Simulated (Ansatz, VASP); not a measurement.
## Cs: VASP beside Ansatz

File INCAR:

```
SYSTEM = Cs
  PREC = Accurate
  ENCUT = 500
  EDIFF = 1E-7
  ISMEAR = -1
  SIGMA = 0.05
  LREAL = .False.
  LASPH = .True.
  NELM = 120
  ALGO = Normal
  ISIF = 3
  LWAVE = .False.
  LCHARG = .False.
  IBRION = 2
  NSW = 60
  EDIFFG = -0.005
  GGA_COMPAT = .False.
  NELMIN = 4
```

File KPOINTS:

```
Automatic mesh
0
Gamma
  10 10 10
  0 0 0
```

POSCAR

```
Cs
1.0
    0.0000000000      3.6337111148      3.6337111148
    3.6337111148      0.0000000000      3.6337111148
    3.6337111148      3.6337111148      0.0000000000
Cs
1
Direct
    0.0000000000      0.0000000000      0.0000000000
```

Input for Ansatz:

```yaml
crystal:
  lattice:
    - [0.0, 3.6337111148, 3.6337111148]
    - [3.6337111148, 0.0, 3.6337111148]
    - [3.6337111148, 3.6337111148, 0.0]
  atoms:
    - { symbol: Cs, position: [0.0, 0.0, 0.0] }
kpoints:
  mp_grid: { grid: [10, 10, 10] }
scf:
  occupations: { method: fermi_dirac, width: 0.05 }
hamiltonian:
  xc: lda
  pseudopotentials: { kind: paw }
output:
  forces: true
  stress: true
relax:
  f_tol: 0.005
  max_steps: 40
  cell: {}
```

Alike in both runs: task relaxation of cell and atoms; functional LDA; k mesh 10 × 10 × 10; occupations fermi-dirac, width 0.05 eV; no spin polarisation.

|  | VASP | Ansatz |
| --- | --- | --- |
| version | VASP 6.6.1 | Ansatz 0.2.0 |
| potentials or method | VASP PAW LDA potentials, release 64 (Cs_sv) | PAW with Ansatz's default frozen-core files, scalar-relativistic |
| plane-wave cutoff (eV) | 500 | 420 |
| valence electrons in the cell | 9 | 9 |

|  | VASP | Ansatz | Ansatz less VASP |
| --- | --- | --- | --- |
| relaxed volume (Å³/atom) | 96.43 | 95.96 | -0.468 |
| relaxed length of the cell vector where the two differ most in proportion (Å) | 5.147 | 5.139 | -0.0083 |

LDA's correlation is that of Perdew and Zunger in VASP and of Perdew and Wang (1992) in Ansatz.

Spin-orbit coupling is off throughout.
